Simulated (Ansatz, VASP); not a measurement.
## One calculation of SrCl2, two programs

```
CELL_PARAMETERS angstrom
0.00000 3.43804 3.43804
3.43804 0.00000 3.43804
3.43804 3.43804 0.00000
ATOMIC_POSITIONS crystal
Sr 0.00000 0.00000 0.00000
Cl 0.25000 0.25000 0.25000
Cl 0.75000 0.75000 0.75000
```

Alike in both runs: task single point; functional PBEsol; k mesh 6 × 6 × 6; no spin polarisation.

```csv
,VASP,Ansatz
version,VASP 6.6.1,Ansatz 0.2.0
potentials or method,"VASP PAW PBE potentials, release 64 (Sr_sv, Cl), cutoff 520 eV","all-electron LAPW, scalar-relativistic"
occupations,"gaussian, width 0.01 eV",fixed
```

```tsv
	VASP	Ansatz	Ansatz less VASP
gap on the k mesh at the Fermi level (eV)	5.29	5.31	+0.012
pressure (GPa)	0.7	0.5	-0.15
```

VASP's potentials were made for PBE, not for PBEsol. Ansatz ran all-electron here, and VASP with PAW potentials.
